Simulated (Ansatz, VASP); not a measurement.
# One calculation of MoS, two programs

Contents of INCAR:

```
ALGO = Normal ; EDIFF = 1E-6
ENCUT = 520 ; GGA = PS
ISIF = 2 ; ISMEAR = 0
ISPIN = 2 ; LASPH = T
LCHARG = F ; LMAXMIX = 4
LORBIT = 11 ; LREAL = F
LWAVE = F ; MAGMOM = 3.5 0
NBANDS = 21 ; NELM = 150
PREC = Accurate ; SIGMA = 0.1
```

KPOINTS

```
k-points
0
Gamma
  14 14 14
```

Contents of POSCAR:

```
MoS
1.0
    2.9706444822      0.0000000000      0.0000000000
    0.0000000000      2.9706444822      0.0000000000
    0.0000000000      0.0000000000      2.9706444822
Mo S
1 1
Direct
    0.0000000000      0.0000000000      0.0000000000
    0.5000000000      0.5000000000      0.5000000000
```

Input for Ansatz:

```yaml
crystal:
  lattice:
    - [2.9706444826, 0.0, 0.0]
    - [0.0, 2.9706444826, 0.0]
    - [0.0, 0.0, 2.9706444826]
  atoms:
    - { symbol: Mo, position: [0.0, 0.0, 0.0], spin: 3.5 }
    - { symbol: S, position: [0.5, 0.5, 0.5] }
basis:
  ecutwfc: 420
kpoints:
  mp_grid: { grid: [14, 14, 14] }
hamiltonian:
  xc: pbesol
scf:
  occupations: { method: gaussian, width: 0.1 }
  lower_state_search: "off"
output:
  forces: true
  stress: true
  eigenvalues: true
  populations: true
magnetization:
  spin_polarized: true
```

Alike in both runs: task single point; functional PBEsol; k mesh 14 × 14 × 14; occupations gaussian, width 0.1 eV; collinear spin.

|  | VASP | Ansatz |
| --- | --- | --- |
| version | VASP 6.6.1 | Ansatz 0.2.0 |
| potentials or method | VASP PAW PBE potentials, release 64 (Mo_sv, S), cutoff 520 eV | scalar-relativistic, plane waves, PAW |
| valence electrons in the cell | 20 | 20 |

|  | VASP | Ansatz | Ansatz less VASP |
| --- | --- | --- | --- |
| gap on the k mesh at the Fermi level (eV) | none | none | - |
| pressure (GPa) | 0.5 | 0.0 | -0.47 |
| net moment per atom (μB) | 0.00 | 0.00 | 0.000 |

VASP's potentials were made for PBE, not for PBEsol. A gap of «none» marks a metal or a gap that the smearing closes. With one functional, cell and mesh, what is left measures potentials, basis and numerics. Ansatz's warnings: seeded moment not kept.
